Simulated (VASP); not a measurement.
## Ti: single point with r2SCAN

The system is Ti.

```
Ti
1.0
    -1.63114    1.63114    1.63114
     1.63114   -1.63114    1.63114
     1.63114    1.63114   -1.63114
Ti
1
Direct
  0.00000 0.00000 0.00000
```

```
Program             : VASP 6.6.1
Task                : single point
Functional          : r2SCAN
Potentials or basis : VASP PAW PBE potentials, release 64 (Ti_sv)
Cutoff              : 520 eV
k mesh              : 18 × 18 × 18
Occupations         : gaussian, width 0.1 eV
Spin                : no spin polarisation
```

```
Pressure               : -0.8 GPa
Band gap on the k mesh : zero (band 6 reaches 9.27 eV, above the bottom of band 7 at 7.44 eV)
```

Levels at points of the mesh, in eV from the Fermi level:
| k point | band 3 | band 4 | band 5 | band 6 | band 7 | band 8 | band 9 | band 10 |
| --- | --- | --- | --- | --- | --- | --- | --- | --- |
| (0.00, 0.00, 0.00) | -33.71 | -33.71 | -6.35 | 1.14 | 1.14 | 1.14 | 2.92 | 2.92 |
| (0.50, 0.00, 0.00) | -33.93 | -33.72 | -2.58 | -0.34 | 0.96 | 2.93 | 3.28 | 4.48 |
| (0.50, 0.50, 0.50) | -34.19 | -34.19 | -2.27 | -2.27 | 4.12 | 4.12 | 4.12 | 8.75 |

Wall time 2.7 min on 1 thread of AMD EPYC 9R45 (Zen 5), on a shared host, peak memory 0.13 GiB.

Caveat: the PAW data sets were made with another functional, which shifts forces and pressure a little.
